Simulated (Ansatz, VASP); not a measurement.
## Two plane-wave programs on Os2Pt

```
Os Pt
1.0
     0.00000    2.97094    2.97094
     2.97094    0.00000    2.97094
     2.97094    2.97094    0.00000
Os Pt
2 1
Direct
  0.25000 0.25000 0.25000
  0.75000 0.75000 0.75000
  0.00000 0.00000 0.00000
```

Change from the starting cell: species swapped into the CeO2 type (Fm-3m, No. 225).

Alike in both runs: task relaxation of cell and atoms; functional PBE; k mesh 14 × 14 × 14; occupations gaussian, width 0.1 eV; no spin polarisation.

|  | VASP | Ansatz |
| --- | --- | --- |
| version | VASP 6.6.1 | Ansatz 0.2.0 |
| potentials or method | VASP PAW PBE potentials, release 64 (Os, Pt), cutoff 600 eV | scalar-relativistic, plane waves, PAW |
| valence electrons in the cell | 26 | 50 |

|  | VASP | Ansatz | Ansatz less VASP |
| --- | --- | --- | --- |
| gap on the k mesh at the Fermi level, each at its own relaxed structure (eV) | none | none | - |
| relaxed volume (Å³/atom) | 17.45 | 17.49 | +0.039 |
| relaxed length of the cell vector where the two differ most in proportion (Å) | 4.199 | 4.202 | +0.0031 |

A gap of «none» marks a metal or a gap that the smearing closes. VASP's potentials hold 26 valence electrons a cell and Ansatz's 50, so a difference there can come from the potentials and not from the codes.

Spin-orbit coupling is off throughout.
